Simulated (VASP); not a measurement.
A run of VASP 6.6.1:

File INCAR:

```
SYSTEM = ZrS
  ALGO = Normal
  EDIFF = 1E-7
  EDIFFG = -0.008
  ENCUT = 600
  GGA = PS
  IBRION = 2
  ISIF = 3
  ISMEAR = 0
  LASPH = .TRUE.
  LCHARG = .FALSE.
  LREAL = .FALSE.
  LWAVE = .FALSE.
  NELM = 80
  NSW = 70
  PREC = Accurate
  PSTRESS = 80.0
  SIGMA = 0.1
```

The input KPOINTS:

```
k-points
0
G
  14 14 14
  0 0 0
```

The input POSCAR:

```
ZrS
1.0
    0.0000000000      2.5405246729      2.5405246729
    2.5405246729      0.0000000000      2.5405246729
    2.5405246729      2.5405246729      0.0000000000
Zr S
1 1
Direct
    0.0000000000      0.0000000000      0.0000000000
    0.5000000000      0.5000000000      0.5000000000
```

Potentials or basis: VASP PAW PBE potentials, release 64 (Zr_sv, S).

Run with:

```bash
$ cat potpaw_PBE.64/Zr_sv/POTCAR potpaw_PBE.64/S/POTCAR > POTCAR
$ mpirun -np 1 vasp_std > vasp.out
```

Hardware: 1 thread of Intel(R) Xeon(R) 6975P-C (Granite Rapids), on a shared host.

Task: Estimate the wall time of this run.

Result: Wall time 67 s on 1 thread of Intel(R) Xeon(R) 6975P-C (Granite Rapids) (shared host), peak memory 0.21 GiB. Counts: scf iterations 30, k points 104, ion steps 3.
